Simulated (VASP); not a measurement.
Wanted: the native input for a VASP 6.6.1 run.

- Task: single point
- Functional: PBEsol
- Potentials or basis: VASP PAW PBE potentials, release 64 (Ti_sv, Ni)
- Cutoff: 520 eV
- k mesh: 8 × 8 × 8
- Occupations: fermi-dirac, width 0.15 eV
- Spin: collinear spin, ferromagnetic start
- Starting moments: [0.0, 1.0] μB
- Dipole correction: no
- Further INCAR settings: ALGO = Normal; EDIFF = 1e-06; NBANDS = 22

The structure of TiNi lies in POSCAR:

```
TiNi
1.0
    2.9737669783      0.0000000000      0.0000000000
    0.0000000000      2.9737669783      0.0000000000
    0.0000000000      0.0000000000      2.9737669783
Ti Ni
1 1
Direct
    0.5000000000      0.5000000000      0.5000000000
    0.0000000000      0.0000000000      0.0000000000
```

One way to write it, as run:

INCAR

```
SYSTEM = TiNi
PREC = Accurate ; ENCUT = 520
EDIFF = 1E-6 ; ISMEAR = -1
SIGMA = 0.15 ; LREAL = .FALSE.
LASPH = .TRUE. ; NELM = 150
ALGO = Normal ; ISIF = 2
LWAVE = .FALSE. ; LCHARG = .FALSE.
ISPIN = 2 ; MAGMOM = 0 1
LORBIT = 11 ; LMAXMIX = 4
GGA = PS ; NBANDS = 22
```

KPOINTS

```
regular mesh
0
G
  8 8 8
  0 0 0
```

Potentials or basis: VASP PAW PBE potentials, release 64 (Ti_sv, Ni).

Run with:

```bash
$ cat potpaw_PBE.64/Ti_sv/POTCAR potpaw_PBE.64/Ni/POTCAR > POTCAR
$ mpirun -np 1 vasp_std > vasp.out
```

It gave:

```json
{"Pressure": "-0.4 GPa", "Band gap on the k mesh": "zero (filled and empty bands overlap)", "Net moment": "0.00 μB per cell", "Valence electrons inside the program's atomic spheres": "Ti 10.29; Ni 9.41"}
```

Caveat: the PAW data sets were made with another functional, which shifts forces and pressure a little.

Wall time 22 s on 1 thread of Intel(R) Xeon(R) Platinum 8488C (Sapphire Rapids) (shared host), peak memory 0.16 GiB.
